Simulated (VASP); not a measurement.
A run of VASP 6.6.1:

File INCAR:

```
PREC     = Accurate       # precision mode
ENCUT    = 520            # plane-wave cutoff, eV
EDIFF    = 1E-8           # SCF threshold, eV
ISMEAR   = -1             # smearing method
SIGMA    = 0.08           # smearing width, eV
LREAL    = False          # projectors in reciprocal space
LASPH    = True           # aspherical terms in the spheres
NELM     = 80             # most SCF steps
ALGO     = Normal         # electronic algorithm
ISIF     = 2              # what is computed and relaxed
LWAVE    = False          # write WAVECAR
LCHARG   = False          # write CHGCAR
GGA      = CA             # functional
LEFG     = True         
NBANDS   = 18             # bands
```

KPOINTS

```
Automatic mesh
0
Gamma
  11 11 11
```

File POSCAR:

```
YHg
1.0
    3.6820000000     -0.0368200000     -0.0368200000
   -0.0368200000      3.6820000000     -0.0368200000
   -0.0368200000     -0.0368200000      3.6820000000
Y Hg
1 1
Direct
    0.5000000000      0.5000000000      0.5000000000
    0.0000000000      0.0000000000      0.0000000000
```

Potentials or basis: VASP PAW LDA potentials, release 64 (Y_sv, Hg).

The run is started by

```bash
$ cat potpaw_LDA.64/Y_sv/POTCAR potpaw_LDA.64/Hg/POTCAR > POTCAR
$ mpirun -np 1 vasp_std > vasp.out
```

Hardware: 1 thread of Intel Xeon 6975P-C, with other jobs on the host.

Problem. Estimate the wall time of this run.

Solution. Wall time 89 s on 1 thread of Intel Xeon 6975P-C, on a shared host, peak memory 0.27 GiB. Counts: scf iterations 14, k points 146.
